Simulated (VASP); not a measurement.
# Al (I4/mmm) in VASP: a series of runs

Al is run at these levels: PBEsol; tasks: single point.

All numbers are computed with VASP 6.6.1; they aren't measurements. Logs are shortened: lines on timing, memory, paths and dates and some standing lists are left out, and cuts for length are marked.

### Step 1. The cell of the first run

The structure is tetragonal, space group I4/mmm (No. 139). Conventional cell: a = 3.262 Å, b = 3.262 Å, c = 3.023 Å, α = 90.00°, β = 90.00°, γ = 90.00°. Within 3.6 Å of Al (site symmetry 4/mmm) lie 14 Al at 2.76 to 3.26 Å.

### Step 2. Single point, PBEsol (strain +0.025 along x and y, -0.050 along z)

Contents of INCAR:

```
SYSTEM = Al
PREC = Accurate
ENCUT = 520
EDIFF = 1E-7
ISMEAR = 0
SIGMA = 0.15
LREAL = .False.
LASPH = .True.
NELM = 100
ALGO = Normal
ISIF = 2
LWAVE = .False.
LCHARG = .False.
GGA = PS
NBANDS = 8
```

Contents of KPOINTS:

```
regular mesh
0
Gamma
  20 20 20
  0 0 0
```

Contents of POSCAR:

```
Al
1.0
   -1.6309991572      1.6309991572      1.5116577555
    1.6309991572     -1.6309991572      1.5116577555
    1.6309991572      1.6309991572     -1.5116577555
Al
1
Direct
    0.0000000000      0.0000000000      0.0000000000
```

Potentials or basis: VASP PAW PBE potentials, release 64 (Al).

On the command line:

```console
> cat potpaw_PBE.64/Al/POTCAR > POTCAR
> mpirun -np 1 vasp_std > vasp.out
```

OUTCAR:

```text
SYSTEM = Al
   PREC = Accurate
   ENCUT = 520
   EDIFF = 1E-7
   ISMEAR = 0
   LREAL = .False.
   LASPH = .True.
   NELM = 100
   ISIF = 2
   GGA = PS

 ion  position               nearest neighbor table
   1  0.000  0.000  0.000-

  LATTYP: Found a body centered tetragonal cell.
 ALAT       =     3.2619983144
 C/A-ratio  =     0.9268292683

  Lattice vectors:

 A1 = (  -1.6309991572,   1.6309991572,   1.5116577555)
 A2 = (   1.6309991572,  -1.6309991572,   1.5116577555)
 A3 = (   1.6309991572,   1.6309991572,  -1.5116577555)

Analysis of symmetry for initial positions (statically):
=====================================================================
 Subroutine PRICEL returns:
 Original cell was already a primitive cell.

 Routine SETGRP: Setting up the symmetry group for a
 body centered tetragonal supercell.

 Subroutine GETGRP returns: Found 16 space group operations
 (whereof 16 operations were pure point group operations)
 out of a pool of 16 trial point group operations.

The static configuration has the point symmetry D_4h.

Analysis of symmetry for dynamics (positions and initial velocities):
=====================================================================
 Subroutine PRICEL returns:
 Original cell was already a primitive cell.

 Routine SETGRP: Setting up the symmetry group for a
 body centered tetragonal supercell.

 Subroutine GETGRP returns: Found 16 space group operations
 (whereof 16 operations were pure point group operations)
 out of a pool of 16 trial point group operations.

The dynamic configuration has the point symmetry D_4h.

 Subroutine INISYM returns: Found 16 space group operations
 (whereof 16 operations are pure point group operations),
 and found     1 'primitive' translations

----------------------------------------------------------------------------------------

                                     Primitive cell

  volume of cell :      16.0850

  direct lattice vectors                    reciprocal lattice vectors
    -1.630999157  1.630999157  1.511657755     0.000000000  0.306560551  0.330762700
     1.630999157 -1.630999157  1.511657755     0.306560551  0.000000000  0.330762700
     1.630999157  1.630999157 -1.511657755     0.306560551  0.306560551  0.000000000

  length of vectors
     2.757793624  2.757793624  2.757793624     0.450980415  0.450980415  0.433542089

  position of ions in fractional coordinates (direct lattice)
     0.000000000  0.000000000  0.000000000

  ion indices of the primitive-cell ions
   primitive index   ion index
                 1           1

----------------------------------------------------------------------------------------

 KPOINTS: regular mesh

Automatic generation of k-mesh.
 Grid dimensions read from file:
 generate k-points for:   20   20   20

 Generating k-lattice:

  Cartesian coordinates                     Fractional coordinates (reciprocal lattice)
     0.000000000  0.015328028  0.016538135     0.050000000 -0.000000000  0.000000000
     0.015328028  0.000000000  0.016538135    -0.000000000  0.050000000  0.000000000
     0.015328028  0.015328028  0.000000000     0.000000000  0.000000000  0.050000000

  Length of vectors
     0.022549021  0.022549021  0.021677104

  Shift w.r.t. Gamma in fractional coordinates (k-lattice)
     0.000000000  0.000000000  0.000000000

 Subroutine IBZKPT returns following result:
 ===========================================

 Found    641 irreducible k-points:

 Following reciprocal coordinates:
            Coordinates               Weight
  0.000000  0.000000  0.000000      1.000000
  0.050000  0.000000 -0.000000      8.000000
  0.100000  0.000000 -0.000000      8.000000
  0.150000  0.000000 -0.000000      8.000000
  0.200000  0.000000 -0.000000      8.000000
  0.250000  0.000000 -0.000000      8.000000
[... 16 lines left out ...]
 -0.400000  0.050000  0.000000     16.000000
 -0.350000  0.050000  0.000000     16.000000
 [... further k-points ...]
   k-points           NKPTS =    641   k-points in BZ     NKDIM =    641   number of bands    NBANDS=      8
   number of dos      NEDOS =    301   number of ions     NIONS =      1
   total plane-waves  NPLWV =  13824
   dimension x,y,z NGX =    24 NGY =   24 NGZ =   24
   dimension x,y,z NGXF=    48 NGYF=   48 NGZF=   48
   ions per type =               1
   NGX,Y,Z   is equivalent  to a cutoff of  14.47, 14.47, 14.47 a.u.
   NGXF,Y,Z  is equivalent  to a cutoff of  28.94, 28.94, 28.94 a.u.
 SYSTEM =  Al
   PREC   = accura    normal or accurate (medium, high low for compatibility)
   ISTART =      0    job   : 0-new  1-cont  2-samecut
   ICHARG =      2    charge: 1-file 2-atom 10-const
   ISPIN  =      1    spin polarized calculation?
   LNONCOLLINEAR =      F non collinear calculations
   LSORBIT =      F    spin-orbit coupling
   LASPH  =      T    aspherical Exc in radial PAW
   ENCUT  =  520.0 eV  38.22 Ry    6.18 a.u.   5.13  5.13  5.13*2*pi/ulx,y,z
   NELM   =    100;   NELMIN=  2; NELMDL= -5     # of ELM steps
   EDIFF  = 0.1E-06   stopping-criterion for ELM
   LREAL  =      F    real-space projection
   EDIFFG = 0.1E-05   stopping-criterion for IOM
   NSW    =      0    number of steps for IOM
   IBRION =     -1    ionic relax: 0-MD 1-quasi-New 2-CG
   NFREE  =      0    steps in history (QN), initial steepest desc. (CG)
   ISIF   =      2    stress and relaxation
   ISYM   =      2    0-nonsym 1-usesym 2-fastsym
   POTIM  = 0.5000    time-step for ionic-motion
   TEBEG  =    0.0;   TEEND  =   0.0 temperature during run
   PSTRESS=    0.0 pullay stress
   NELECT =       3.0000    total number of electrons
   NUPDOWN=      -1.0000    fix difference up-down
   EMIN   =  10.00;   EMAX   =-10.00  energy-range for DOS
   EFERMI =   0.00;   METHOD = LEGACY
   ISMEAR =     0;   SIGMA  =   0.15  broadening in eV -4-tet -1-fermi 0-gaus
   EFERMI_NEDOS =   21; number of points for ismear=-14 and -15
   IALGO  =     38    algorithm
   IMIX   =      4    mixing-type and parameters
     AMIX     =   0.40;   BMIX     =  1.00
     AMIX_MAG =   1.60;   BMIX_MAG =  1.00
  volume/ion in A,a.u.               =      16.08       108.55
  Fermi-wavevector in a.u.,A,eV,Ry     =   0.935352  1.767558 11.903503  0.874883
  Thomas-Fermi vector in A             =   2.062250
   LORBIT       =      0    0 simple, 1 ext, 2 COOP (PROOUT), +10 PAW based schemes
   GGA     = PS    functional components
   LHFCALC =     F    Hartree Fock is set to
   AEXX    =    0.0000 exact exchange contribution
   IVDW    =     0    specifies the selected vdW correction
   LEPSILON=     F    determine dielectric tensor
   LRPA    =     F    only Hartree local field effects (RPA)
 non-spin polarized calculation
 Gauss-broadening in eV      SIGMA  =   0.15
  energy-cutoff  :      520.00
  volume of cell :       16.08
 maximum number of plane-waves:       446
 NGX is ok and might be reduce to    24
   NGX = 11   NGY = 11   NGZ = 11

 number of electron       3.0000000 magnetization

 Free energy of the ion-electron system (eV)
  ---------------------------------------------------
  ext. energy  EPLUGINS =         0.00000000
  ---------------------------------------------------
  free energy    TOTEN  =        -3.99869955 eV

  energy without entropy =       -3.99415058  energy(sigma->0) =       -3.99642507

 E-fermi :   8.2109     XC(G=0): -10.3532

 val. band max:        8.1936988221   @ k =  -0.4000   0.4000   0.2500
 cond. band min:       8.2177583571   @ k =  -0.4500   0.4500   0.3500
 fundamental gap:      0.0240595350
 Fermi energy:         8.2108860478

 k-point     1 :       0.0000    0.0000    0.0000
  band No.  band energies     occupation
      1      -3.0863      2.00000
      2      20.4538      0.00000
      3      22.3225      0.00000
      4      22.3225      0.00000
      5      22.7120      0.00000
      6      22.7120      0.00000
      7      23.5963      0.00000
      8      23.9225      0.00000

 k-point     2 :       0.0500    0.0000   -0.0000
  band No.  band energies     occupation
      1      -3.0110      2.00000
      2      20.0391      0.00000
      3      21.3108      0.00000
      4      21.7782      0.00000
      5      22.2521      0.00000
      6      23.4171      0.00000
      7      23.7097      0.00000
      8      24.3513      0.00000

 k-point     3 :       0.1000    0.0000   -0.0000
  band No.  band energies     occupation
      1      -2.7855      2.00000
      2      19.2599      0.00000
      3      19.3959      0.00000
      4      20.8895      0.00000
      5      21.3710      0.00000
      6      23.5425      0.00000
      7      24.5575      0.00000
      8      24.6274      0.00000

 k-point     4 :       0.1500    0.0000   -0.0000
  band No.  band energies     occupation
      1      -2.4104      2.00000
      2      17.2489      0.00000
      3      18.4762      0.00000
      4      19.9330      0.00000
      5      20.5634      0.00000
      6      22.7416      0.00000
      7      25.1143      0.00000
      8      25.7469      0.00000

 k-point     5 :       0.2000    0.0000   -0.0000
  band No.  band energies     occupation
      1      -1.8870      2.00000
      2      15.1000      0.00000
      3      17.7766      0.00000
      4      19.0280      0.00000
      5      19.8384      0.00000
      6      21.9771      0.00000
      7      25.5820      0.00000
      8      26.4585      0.00000

 k-point     6 :       0.2500    0.0000   -0.0000
  band No.  band energies     occupation
      1      -1.2170      2.00000
      2      13.0209      0.00000
      3      17.1861      0.00000
      4      18.2222      0.00000
      5      19.2108      0.00000
      6      21.2929      0.00000
      7      26.0541      0.00000
      8      27.3305      0.00000

 k-point     7 :       0.3000    0.0000   -0.0000
  band No.  band energies     occupation
      1      -0.4026      2.00000
      2      11.0398      0.00000
      3      16.7139      0.00000
      4      17.5355      0.00000
      5      18.6912      0.00000
      6      20.7058      0.00000
      7      26.5993      0.00000
      8      28.3096      0.00000
[... 133 lines left out ...]
 k-point    20 :       0.4500    0.0500   -0.0000
  band No.  band energies     occupation
      1       3.5967      2.00000
      2       5.0775      2.00000
      3      14.9609      0.00000
      4      16.2394      0.00000
      5      18.3070      0.00000
      6      20.2206      0.00000
      7      28.1306      0.00000
      8      31.6856      0.00000

 k-point    21 :       0.5000    0.0500   -0.0000
  band No.  band energies     occupation
      1       3.5028      2.00000
      2       5.1812      2.00000
      3      14.8680      0.00000
      4      16.3388      0.00000
      5      18.2456      0.00000
      6      20.3010      0.00000
      7      28.8192      0.00000
      8      31.1525      0.00000

 k-point    22 :      -0.4500    0.0500    0.0000
  band No.  band energies     occupation
      1       2.2467      2.00000
      2       6.7092      2.00000
      3      14.9082      0.00000
      4      16.5652      0.00000
      5      18.3123      0.00000
      6      20.5119      0.00000
      7      28.9223      0.00000
      8      30.2111      0.00000

 k-point    23 :      -0.4000    0.0500    0.0000
  band No.  band energies     occupation
      1       1.0936      2.00000
      2       8.3956      0.08153
      3      15.0805      0.00000
      4      16.9176      0.00000
      5      18.5086      0.00000
      6      20.8488      0.00000
      7      28.4346      0.00000
      8      29.0959      0.00000

 k-point    24 :      -0.3500    0.0500    0.0000
  band No.  band energies     occupation
      1       0.0740      2.00000
      2      10.2079      0.00000
      3      15.3837      0.00000
      4      17.3945      0.00000
      5      18.8341      0.00000
      6      21.3035      0.00000
      7      27.7065      0.00000
      8      28.1191      0.00000

 [... further k-points ...]

------------------------ aborting loop because EDIFF is reached ----------------------------------------

  FORCE on cell =-STRESS in cart. coord.  units (eV):
  Direction    XX          YY          ZZ          XY          YZ          ZX
  --------------------------------------------------------------------------------------
  -------------------------------------------------------------------------------------
  Total        0.3013651      0.3013651      0.1076654      0.0000000     -0.0000000      0.0000000
  in kB       30.0180567     30.0180567     10.7242173      0.0000000     -0.0000000      0.0000000
  external PRESSURE =      23.5867769 kB  Pullay stress =       0.0000000 kB

 VOLUME and BASIS-vectors are now :
 -----------------------------------------------------------------------------
  energy-cutoff  :      520.00
  volume of cell :       16.08
      direct lattice vectors                 reciprocal lattice vectors
    -1.630999157  1.630999157  1.511657755     0.000000000  0.306560551  0.330762700
     1.630999157 -1.630999157  1.511657755     0.306560551  0.000000000  0.330762700
     1.630999157  1.630999157 -1.511657755     0.306560551  0.306560551  0.000000000

 POSITION                                       TOTAL-FORCE (eV/Angst)
 -----------------------------------------------------------------------------------
      0.00000      0.00000      0.00000         0.000000     -0.000000      0.000000
 -----------------------------------------------------------------------------------
    total drift:                                0.000000      0.000000      0.000000

  FREE ENERGIE OF THE ION-ELECTRON SYSTEM (eV)
  ---------------------------------------------------
  free  energy   TOTEN  =        -3.9986995519 eV

  energy  without entropy=       -3.9941505813  energy(sigma->0) =       -3.99642507
```

It took 24 s on 1 thread of Intel Xeon 6975P-C (Granite Rapids), shared host; peak memory 0.18 GiB.

What came out:

| Quantity | Value |
| --- | --- |
| Free energy | -3.9987 eV |
| Pressure | 2.4 GPa |

Stress tensor (GPa, compression positive):
```
3.00 0.00 0.00
0.00 3.00 0.00
0.00 0.00 1.07
```

Caveat: the cell differs from its parent crystal (strain +0.025 along x and y, -0.050 along z); the PAW data sets were made with another functional, which shifts forces and pressure a little.

(Continued in part 2 of 2.)
